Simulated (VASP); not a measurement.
GaIr, 16 atoms in the cell. The structure is cubic, space group Pm-3m (No. 221). The conventional cell has a = 3.004 Å, b = 3.004 Å, c = 3.004 Å, α = 90.00°, β = 90.00°, γ = 90.00°. Within 3.4 Å of Ga (site symmetry m-3m) lie 8 Ir at 2.60 Å and 6 Ga at 3.00 Å. Ir (site symmetry m-3m) has 8 Ga at 2.60 Å and 6 Ir at 3.00 Å within 3.4 Å. 

```yaml
Program: VASP 6.6.1
Task: single point
Functional: PBEsol
Potentials_or_basis: VASP PAW PBE potentials, release 64 (Ga_d, Ir)
Cutoff: 500 eV
k_mesh: 3 × 3 × 3
Occupations: fermi-dirac, width 0.15 eV
Spin: no spin polarisation
Dipole_correction: no
Further_INCAR_settings: ALGO = Normal; EDIFF = 1e-06; NBANDS = 102
```

Potentials or basis: VASP PAW PBE potentials, release 64 (Ga_d, Ir).

Command:

```sh
$ cat potpaw_PBE.64/Ga_d/POTCAR potpaw_PBE.64/Ir/POTCAR > POTCAR
$ mpirun -np 1 vasp_std > vasp.out
```

Hardware: 1 thread of AMD EPYC 9R45 96-Core Processor (Zen 5) (shared host).

Problem. How long does it take, and how much memory?

Solution. Wall time 77 s on 1 thread of AMD EPYC 9R45 96-Core Processor (Zen 5) (shared host), peak memory 0.32 GiB. Counts: scf iterations 14, k points 4.
